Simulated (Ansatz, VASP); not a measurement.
WS2 in VASP and in Ansatz

```
W S
1.0
     3.09778    0.00000    0.00000
    -1.54889    2.68275    0.00000
     0.00000    0.00000   16.79571
W S
1 2
Direct
  0.33333 0.66667 0.00000
  0.66667 0.33333 0.90714
  0.66667 0.33333 0.09286
```

Change from the starting cell: mode 4 frozen in at +0.000 Å, equal normal strain along x, y and z -0.0083.

Alike in both runs: task single point; functional PBEsol; dispersion D3(BJ); k mesh 12 × 12 × 2; occupations gaussian, width 0.05 eV; no spin polarisation.

|  | VASP | Ansatz |
| --- | --- | --- |
| version | VASP 6.6.1 | Ansatz 0.2.0 |
| potentials or method | VASP PAW PBE potentials, release 64 (W_sv, S), cutoff 520 eV | scalar-relativistic, plane waves, PAW |
| valence electrons in the cell | 26 | 26 |

```csv
,VASP,Ansatz,Ansatz less VASP
gap on the k mesh at the Fermi level (eV),2.03,2.03,-0.001
least direct gap on the mesh (eV),2.11,2.10,-0.006
rms of the force components (eV/Å),0.240,0.228,-0.0113
```

VASP's potentials were made for PBE, not for PBEsol. Atom by atom the forces differ by 0.011 eV/Å (rms over components). Ansatz's warnings: xc potential rough in thin density.

Spin-orbit coupling is off throughout.
